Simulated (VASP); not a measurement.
# CdPbO2 (P-3m1) in VASP: settings compared

The runs below take CdPbO2 through single point, relaxation of cell and atoms, with PBEsol, PBE.

Everything below comes from runs of VASP 6.6.1. Logs are shortened: lines on timing, memory, paths and dates and some standing lists are left out, and cuts for length are marked.

**1. The cell of the first run**

Symmetry: P-3m1, No. 164, trigonal system. Conventional cell: a = 3.462 Å, b = 3.462 Å, c = 6.153 Å, α = 90.00°, β = 90.00°, γ = 120.00°. Within 3.2 Å of Cd (site symmetry -3m) lie 6 O at 2.42 Å and 2 Pb at 3.08 Å. Pb (site symmetry -3m) has 6 O at 2.63 Å and 2 Cd at 3.08 Å and 6 Pb at 3.46 Å within 3.5 Å. Within 3.2 Å of O (site symmetry 3m) lie 3 Cd at 2.42 Å and 3 Pb at 2.63 Å.

**2. Single point, PBEsol**

Input file INCAR:

```
SYSTEM = CdPbO2
PREC     = Accurate       ! precision mode
ENCUT    = 520            ! plane-wave cutoff, eV
EDIFF    = 1E-6           ! SCF threshold, eV
ISMEAR   = 0              ! smearing method
SIGMA    = 0.02           ! smearing width, eV
LREAL    = .FALSE.        ! projectors in reciprocal space
LASPH    = .TRUE.         ! aspherical terms in the spheres
NELM     = 80             ! most SCF steps
ALGO     = Normal         ! electronic algorithm
ISIF     = 2              ! what is computed and relaxed
LWAVE    = .FALSE.        ! write WAVECAR
LCHARG   = .FALSE.        ! write CHGCAR
GGA      = PS             ! functional
NBANDS   = 27             ! bands
```

Input file KPOINTS:

```
regular mesh
0
G
  12 12 6
  0 0 0
```

Input file POSCAR:

```
CdPbO2
1.0
    3.4623707442      0.0000000000      0.0000000000
   -1.7311853721      2.9985010218      0.0000000000
    0.0000000000      0.0000000000      6.1525432448
Cd Pb O
1 1 2
Direct
    0.0000000000      0.0000000000      0.5000000000
    0.0000000000      0.0000000000      0.0000000000
    0.3333333333      0.6666666667      0.2778650703
    0.6666666667      0.3333333333      0.7221349297
```

Potentials or basis: VASP PAW PBE potentials, release 64 (Cd, Pb_d, O).

Command:

```sh
> cat potpaw_PBE.64/Cd/POTCAR potpaw_PBE.64/Pb_d/POTCAR potpaw_PBE.64/O/POTCAR > POTCAR
> mpirun -np 1 vasp_std > vasp.out
```

OUTCAR:

```text
SYSTEM = CdPbO2
   PREC = Accurate
   ENCUT = 520
   EDIFF = 1E-6
   ISMEAR = 0
   LREAL = .FALSE.
   LASPH = .TRUE.
   NELM = 80
   ISIF = 2
   GGA = PS

 ion  position               nearest neighbor table
   1  0.000  0.000  0.500-   3 2.42   4 2.42   4 2.42   3 2.42   4 2.42   3 2.42   2 3.08   2 3.08

   2  0.000  0.000  0.000-   3 2.63   4 2.63   4 2.63   3 2.63   4 2.63   3 2.63   1 3.08   1 3.08

   3  0.333  0.667  0.278-   1 2.42   1 2.42   1 2.42   2 2.63   2 2.63   2 2.63
   4  0.667  0.333  0.722-   1 2.42   1 2.42   1 2.42   2 2.63   2 2.63   2 2.63

  LATTYP: Found a hexagonal cell.
 ALAT       =     3.4623707442
 C/A-ratio  =     1.7769741311

  Lattice vectors:

 A1 = (   3.4623707442,   0.0000000000,   0.0000000000)
 A2 = (  -1.7311853721,   2.9985010218,   0.0000000000)
 A3 = (   0.0000000000,   0.0000000000,   6.1525432448)

Analysis of symmetry for initial positions (statically):
=====================================================================
 Subroutine PRICEL returns:
 Original cell was already a primitive cell.

 Routine SETGRP: Setting up the symmetry group for a
 hexagonal supercell.

 Subroutine GETGRP returns: Found 12 space group operations
 (whereof 12 operations were pure point group operations)
 out of a pool of 24 trial point group operations.

The static configuration has the point symmetry D_3d.

Analysis of symmetry for dynamics (positions and initial velocities):
=====================================================================
 Subroutine PRICEL returns:
 Original cell was already a primitive cell.

 Routine SETGRP: Setting up the symmetry group for a
 hexagonal supercell.

 Subroutine GETGRP returns: Found 12 space group operations
 (whereof 12 operations were pure point group operations)
 out of a pool of 24 trial point group operations.

The dynamic configuration has the point symmetry D_3d.

 Subroutine INISYM returns: Found 12 space group operations
 (whereof 12 operations are pure point group operations),
 and found     1 'primitive' translations

----------------------------------------------------------------------------------------

                                     Primitive cell

  volume of cell :      63.8752

  direct lattice vectors                    reciprocal lattice vectors
     3.462370744  0.000000000  0.000000000     0.288819446  0.166749985  0.000000000
    -1.731185372  2.998501022  0.000000000     0.000000000  0.333499970  0.000000000
     0.000000000  0.000000000  6.152543245     0.000000000  0.000000000  0.162534412

  length of vectors
     3.462370744  3.462370744  6.152543245     0.333499970  0.333499970  0.162534412

  position of ions in fractional coordinates (direct lattice)
     0.000000000  0.000000000  0.500000000
     0.000000000  0.000000000  0.000000000
     0.333333333  0.666666667  0.277865070
     0.666666667  0.333333333  0.722134930

  ion indices of the primitive-cell ions
   primitive index   ion index
                 1           1
                 2           2
                 3           3
                 4           4

----------------------------------------------------------------------------------------

 KPOINTS: regular mesh

Automatic generation of k-mesh.
 Grid dimensions read from file:
 generate k-points for:   12   12    6

 Generating k-lattice:

  Cartesian coordinates                     Fractional coordinates (reciprocal lattice)
     0.024068287  0.013895832  0.000000000     0.083333333 -0.000000000  0.000000000
     0.000000000  0.027791664  0.000000000     0.000000000  0.083333333  0.000000000
     0.000000000  0.000000000  0.027089069     0.000000000  0.000000000  0.166666667

  Length of vectors
     0.027791664  0.027791664  0.027089069

  Shift w.r.t. Gamma in fractional coordinates (k-lattice)
     0.000000000  0.000000000  0.000000000

 Subroutine IBZKPT returns following result:
 ===========================================

 Found    100 irreducible k-points:

 Following reciprocal coordinates:
            Coordinates               Weight
  0.000000  0.000000  0.000000      1.000000
  0.083333  0.000000  0.000000      6.000000
  0.166667  0.000000  0.000000      6.000000
  0.250000  0.000000  0.000000      6.000000
  0.333333  0.000000  0.000000      6.000000
  0.416667  0.000000  0.000000      6.000000
[... 16 lines left out ...]
  0.166667  0.000000  0.166667      6.000000
  0.000000  0.166667  0.166667      6.000000
 [... further k-points ...]
   k-points           NKPTS =    100   k-points in BZ     NKDIM =    100   number of bands    NBANDS=     27
   number of dos      NEDOS =    301   number of ions     NIONS =      4
   total plane-waves  NPLWV =  37632
   dimension x,y,z NGX =    28 NGY =   28 NGZ =   48
   dimension x,y,z NGXF=    56 NGYF=   56 NGZF=   96
   ions per type =               1   1   2
   NGX,Y,Z   is equivalent  to a cutoff of  13.44, 13.44, 12.97 a.u.
   NGXF,Y,Z  is equivalent  to a cutoff of  26.89, 26.89, 25.94 a.u.
 SYSTEM =  CdPbO2
   PREC   = accura    normal or accurate (medium, high low for compatibility)
   ISTART =      0    job   : 0-new  1-cont  2-samecut
   ICHARG =      2    charge: 1-file 2-atom 10-const
   ISPIN  =      1    spin polarized calculation?
   LNONCOLLINEAR =      F non collinear calculations
   LSORBIT =      F    spin-orbit coupling
   LASPH  =      T    aspherical Exc in radial PAW
   ENCUT  =  520.0 eV  38.22 Ry    6.18 a.u.   6.44  6.44 11.44*2*pi/ulx,y,z
   NELM   =     80;   NELMIN=  2; NELMDL= -5     # of ELM steps
   EDIFF  = 0.1E-05   stopping-criterion for ELM
   LREAL  =      F    real-space projection
   EDIFFG = 0.1E-04   stopping-criterion for IOM
   NSW    =      0    number of steps for IOM
   IBRION =     -1    ionic relax: 0-MD 1-quasi-New 2-CG
   NFREE  =      0    steps in history (QN), initial steepest desc. (CG)
   ISIF   =      2    stress and relaxation
   ISYM   =      2    0-nonsym 1-usesym 2-fastsym
   POTIM  = 0.5000    time-step for ionic-motion
   TEBEG  =    0.0;   TEEND  =   0.0 temperature during run
   PSTRESS=    0.0 pullay stress
   NELECT =      38.0000    total number of electrons
   NUPDOWN=      -1.0000    fix difference up-down
   EMIN   =  10.00;   EMAX   =-10.00  energy-range for DOS
   EFERMI =   0.00;   METHOD = LEGACY
   ISMEAR =     0;   SIGMA  =   0.02  broadening in eV -4-tet -1-fermi 0-gaus
   EFERMI_NEDOS =   21; number of points for ismear=-14 and -15
   IALGO  =     38    algorithm
   IMIX   =      4    mixing-type and parameters
     AMIX     =   0.40;   BMIX     =  1.00
     AMIX_MAG =   1.60;   BMIX_MAG =  1.00
  volume/ion in A,a.u.               =      15.97       107.76
  Fermi-wavevector in a.u.,A,eV,Ry     =   1.376867  2.601901 25.793405  1.895762
  Thomas-Fermi vector in A             =   2.502072
   LORBIT       =      0    0 simple, 1 ext, 2 COOP (PROOUT), +10 PAW based schemes
   GGA     = PS    functional components
   LHFCALC =     F    Hartree Fock is set to
   AEXX    =    0.0000 exact exchange contribution
   IVDW    =     0    specifies the selected vdW correction
   LEPSILON=     F    determine dielectric tensor
   LRPA    =     F    only Hartree local field effects (RPA)
 non-spin polarized calculation
 Gauss-broadening in eV      SIGMA  =   0.02
  energy-cutoff  :      520.00
  volume of cell :       63.88
 maximum number of plane-waves:      1762
 NGX is ok and might be reduce to    28
   NGX = 13   NGY = 13   NGZ = 23

 number of electron      37.9999995 magnetization

 Free energy of the ion-electron system (eV)
  ---------------------------------------------------
  ext. energy  EPLUGINS =         0.00000000
  ---------------------------------------------------
  free energy    TOTEN  =       -19.02830645 eV

  energy without entropy =      -19.02830645  energy(sigma->0) =      -19.02830645

 E-fermi :   4.1555     XC(G=0): -11.1299

 val. band max:        4.0642979095   @ k =   0.2500   0.0000   0.3333
 cond. band min:       4.2452397210   @ k =   0.0000   0.0000   0.5000
 fundamental gap:      0.1809418114
 Fermi energy:         4.1555391545

 k-point     1 :       0.0000    0.0000    0.0000
  band No.  band energies     occupation
      1     -13.1517      2.00000
      2     -12.5176      2.00000
      3     -12.2278      2.00000
      4     -12.2261      2.00000
      5     -12.2261      2.00000
      6     -11.9747      2.00000
[... 19 lines left out ...]
     26      16.1027      0.00000
     27      16.7726      0.00000

 k-point     2 :       0.0833    0.0000    0.0000
  band No.  band energies     occupation
      1     -13.1141      2.00000
      2     -12.5967      2.00000
      3     -12.2212      2.00000
      4     -12.2081      2.00000
      5     -12.2017      2.00000
      6     -11.9775      2.00000
[... 19 lines left out ...]
     26      16.0385      0.00000
     27      16.4679      0.00000

 k-point     3 :       0.1667    0.0000    0.0000
  band No.  band energies     occupation
      1     -13.0154      2.00000
      2     -12.7338      2.00000
      3     -12.2248      2.00000
      4     -12.1582      2.00000
      5     -12.1573      2.00000
      6     -11.9852      2.00000
[... 19 lines left out ...]
     26      15.4602      0.00000
     27      16.0712      0.00000

 k-point     4 :       0.2500    0.0000    0.0000
  band No.  band energies     occupation
      1     -12.9600      2.00000
      2     -12.7725      2.00000
      3     -12.2453      2.00000
      4     -12.1036      2.00000
      5     -12.0894      2.00000
      6     -11.9954      2.00000
[... 19 lines left out ...]
     26      15.6016      0.00000
     27      15.8384      0.00000
[... 516 lines left out ...]
      4     -12.2080      2.00000
      5     -12.2035      2.00000
      6     -11.9772      2.00000
[... 19 lines left out ...]
     26      16.1115      0.00000
     27      16.1653      0.00000

 k-point    23 :       0.1667    0.0000    0.1667
  band No.  band energies     occupation
      1     -12.9777      2.00000
      2     -12.7666      2.00000
      3     -12.2256      2.00000
      4     -12.1582      2.00000
      5     -12.1553      2.00000
      6     -11.9849      2.00000
[... 19 lines left out ...]
     26      15.5349      0.00000
     27      16.1631      0.00000

 k-point    24 :       0.0000    0.1667    0.1667
  band No.  band energies     occupation
      1     -13.0145      2.00000
      2     -12.7128      2.00000
      3     -12.2260      2.00000
      4     -12.1582      2.00000
      5     -12.1567      2.00000
      6     -11.9849      2.00000
[... 19 lines left out ...]
     26      14.9984      0.00000
     27      15.8861      0.00000

 [... further k-points ...]
[... 5 lines left out ...]
  --------------------------------------------------------------------------------------
  -------------------------------------------------------------------------------------
  Total       -1.8019573     -1.8019573     -2.0304871      0.0000000      0.0000000      0.0000000
  in kB      -45.1983554    -45.1983554    -50.9305508      0.0000000      0.0000000      0.0000000
  external PRESSURE =     -47.1090872 kB  Pullay stress =       0.0000000 kB

 VOLUME and BASIS-vectors are now :
 -----------------------------------------------------------------------------
  energy-cutoff  :      520.00
  volume of cell :       63.88
      direct lattice vectors                 reciprocal lattice vectors
     3.462370744  0.000000000  0.000000000     0.288819446  0.166749985  0.000000000
    -1.731185372  2.998501022  0.000000000     0.000000000  0.333499970  0.000000000
     0.000000000  0.000000000  6.152543245     0.000000000  0.000000000  0.162534412

 POSITION                                       TOTAL-FORCE (eV/Angst)
 -----------------------------------------------------------------------------------
      0.00000      0.00000      3.07627         0.000000      0.000000      0.000000
      0.00000      0.00000      0.00000         0.000000      0.000000      0.000000
     -0.00000      1.99900      1.70958         0.000000      0.000000     -0.003977
      1.73119      0.99950      4.44297        -0.000000     -0.000000      0.003977
 -----------------------------------------------------------------------------------
    total drift:                               -0.000000      0.000000      0.000000

  FREE ENERGIE OF THE ION-ELECTRON SYSTEM (eV)
  ---------------------------------------------------
  free  energy   TOTEN  =       -19.0283064485 eV

  energy  without entropy=      -19.0283064485  energy(sigma->0) =      -19.02830645
```

It took 95 s on 1 thread of AMD EPYC 9R45 (Zen 5), shared host; peak memory 0.28 GiB.

Results:

* Free energy: -19.0283 eV
* Pressure: -4.7 GPa
* Largest force: 0.004 eV/Å
* Band gap on the k mesh: 0.18 eV, indirect (least direct gap 0.69 eV)

Forces on the atoms (eV/Å):
```
Cd   0.000  0.000  0.000
Pb   0.000  0.000  0.000
O    0.000  0.000 -0.004
O    0.000  0.000  0.004
```

Caveat: the PAW data sets were made with another functional, which shifts forces and pressure a little; spin-orbit coupling is left out, which moves the levels of the heavy elements.

**3. Relaxation of cell and atoms, PBE**

Input file INCAR:

```
SYSTEM = CdPbO2
ALGO = Normal
EDIFF = 1E-7
EDIFFG = -0.01
ENCUT = 600
GGA = PE
IBRION = 2
ISIF = 3
ISMEAR = 0
LASPH = .True.
LCHARG = .False.
LREAL = .False.
LWAVE = .False.
NELM = 60
NSW = 100
PREC = Accurate
SIGMA = 0.02
```

Input file KPOINTS:

```
k-points
0
Gamma
  12 12 6
  0 0 0
```

Input file POSCAR:

```
CdPbO2
1.0
    3.4626983684      0.0000000000      0.0000000000
   -1.7313491842      2.9987847527      0.0000000000
    0.0000000000      0.0000000000      6.1456263710
Cd Pb O
1 1 2
Direct
    0.0000000000      0.0000000000      0.5000000000
    0.0000000000      0.0000000000      0.0000000000
    0.3333333333      0.6666666667      0.2778749883
    0.6666666667      0.3333333333      0.7221250117
```

Potentials or basis: VASP PAW PBE potentials, release 64 (Cd, Pb_d, O).

Command:

```sh
> cat potpaw_PBE.64/Cd/POTCAR potpaw_PBE.64/Pb_d/POTCAR potpaw_PBE.64/O/POTCAR > POTCAR
> mpirun -np 1 vasp_std > vasp.out
```

Wall time 7.6 min (1 thread of Intel Xeon Platinum 8488C (Sapphire Rapids), shared host); peak memory 0.34 GiB.

It converged, with:

- Free energy: -17.5934 eV
- Relaxed volume: 16.02 Å³/atom
- Relaxed cell: a = 3.466 Å, b = 3.466 Å, c = 6.161 Å, α = 90.00°, β = 90.00°, γ = 120.00°
- Space group after relaxing (to 0.05 Å): P-3m1 (No. 164)
- Energy gained by relaxing: 0.2 meV/atom
- Ionic steps: 5
- Pressure after relaxing: 0.0 GPa
- Band gap on the k mesh: 0.25 eV, indirect (least direct gap 0.74 eV)

Step by step:
| step | energy change (eV) | largest force (eV/Å) | pressure (GPa) | volume (Å³) |
| --- | --- | --- | --- | --- |
| 1 | 0.0000 | 0.0477 | 0.43 | 63.82 |
| 2 | -0.0005 | 0.0331 | -0.21 | 64.21 |
| 3 | -0.0005 | 0.0363 | -0.08 | 64.12 |
| 4 | -0.0006 | 0.0194 | -0.04 | 64.10 |
| 5 | -0.0007 | 0.0006 | 0.00 | 64.08 |

Final structure:
```
CELL_PARAMETERS angstrom
3.46565 0.00000 0.00000
-1.73282 3.00134 0.00000
0.00000 0.00000 6.16071
ATOMIC_POSITIONS crystal
Cd 0.00000 0.00000 0.50000
Pb 0.00000 0.00000 0.00000
O 0.33333 0.66667 0.27691
O 0.66667 0.33333 0.72309
```

Levels at points of the mesh, in eV from the valence-band top:
```
           k point  band 16  band 17  band 18  band 19  band 20  band 21  band 22  band 23
(0.00, 0.00, 0.00)    -1.57    -1.57    -0.87    -0.87     1.91     3.65     7.84     7.84
(0.50, 0.00, 0.00)    -2.65    -2.43    -0.94    -0.36     1.37     4.52     4.57     5.94
(0.00, 0.00, 0.50)    -1.40    -1.03    -1.03    -0.50     0.25     6.47     6.70     7.96
(0.50, 0.00, 0.50)    -2.26    -1.95    -1.47    -1.46     1.30     4.75     6.11     6.35
```

Caveat: spin-orbit coupling is left out, which moves the levels of the heavy elements.
